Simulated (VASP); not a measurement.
Crystal: In2GeO3.

```xyz
6
Lattice="3.9943 0.0000 0.0000 -1.9971 3.4592 0.0000 0.0000 0.0000 7.1493" Properties=species:S:1:pos:R:3 pbc="T T T"
In    1.9971    1.1531    4.8952
In    0.0000    2.3061    2.2540
Ge    0.0000    0.0000    0.0000
O     1.9971    1.1531    2.5459
O     0.0000    2.3061    4.6034
O     0.0000    0.0000    3.5746
```

The cell was built from a structure type or drawn by symmetry, and may not be a known phase.

| Property | Result |
| --- | --- |
| Program | VASP 6.6.1 |
| Task | relaxation of cell and atoms |
| Functional | PBE |
| Potentials or basis | VASP PAW PBE potentials, release 64 (In_d, Ge_d, O) |
| Cutoff | 600 eV |
| k mesh | 6 × 6 × 4 |
| Occupations | gaussian, width 0.1 eV |
| Spin | no spin polarisation |

At the start: pressure -8.4 GPa; volume 16.46 Å³/atom.

**Question.** How do energy, volume and symmetry change on relaxing?

**Answer.** Over 24 steps the energy falls by 655.9 meV/atom and the volume is 15.31 Å³/atom (-7.0 %); space group P-3m1 (No. 164, to 0.1 Å) before and after.

Step by step:
| step | energy change (eV) | largest force (eV/Å) | pressure (GPa) | volume (Å³) |
| --- | --- | --- | --- | --- |
| 1 | 0.0000 | 1.6821 | -8.40 | 98.78 |
| 2 | -0.5460 | 1.7421 | 4.56 | 86.94 |
| 3 | -0.5469 | 1.7147 | 4.01 | 87.27 |
| 4 | -0.9605 | 1.5075 | 3.82 | 87.34 |
| 5 | -1.5384 | 1.4938 | 3.30 | 87.52 |
| 6 | -1.9156 | 1.5123 | -1.37 | 91.13 |
| 7 | -2.3277 | 1.7416 | -11.08 | 101.22 |
| 8 | -2.3560 | 1.7553 | -8.64 | 98.24 |
| 9 | -2.6870 | 1.7130 | -8.35 | 97.39 |
| 10 | -3.2235 | 1.4883 | -7.81 | 94.05 |
| 11 | -3.5045 | 1.3267 | -3.89 | 90.41 |
| 12 | -3.6704 | 0.8168 | 4.00 | 85.33 |
| 13 | -3.7567 | 0.5662 | 3.43 | 86.17 |
| 14 | -3.7971 | 0.6665 | 2.88 | 87.31 |
| 15 | -3.8368 | 0.4701 | -0.23 | 89.49 |
| 16 | -3.8411 | 0.4094 | -1.40 | 90.45 |
| 17 | -3.8682 | 0.3836 | -1.06 | 90.35 |
| 18 | -3.9091 | 0.3121 | 0.31 | 90.06 |
| 19 | -3.9106 | 0.3185 | 0.67 | 89.99 |
| 20 | -3.9284 | 0.1387 | 0.54 | 90.77 |
| 21 | -3.9339 | 0.0333 | 0.42 | 91.48 |
| 22 | -3.9345 | 0.0570 | -0.59 | 92.28 |
| 23 | -3.9350 | 0.0353 | -0.23 | 91.95 |
| 24 | -3.9354 | 0.0163 | -0.05 | 91.87 |

Final structure:
```xyz
6
Lattice="3.3310 0.0000 0.0000 -1.6655 2.8848 0.0000 0.0000 0.0000 9.5602" Properties=species:S:1:pos:R:3 pbc="T T T"
In    1.6655    0.9616    6.2527
In    0.0000    1.9232    3.3075
Ge    0.0000    0.0000    0.0000
O     1.6655    0.9616    2.4007
O     0.0000    1.9232    7.1595
O     0.0000    0.0000    4.7801
```

Caveat: a cell axis changed by over 15 % at a fixed basis, so the end point is rough.
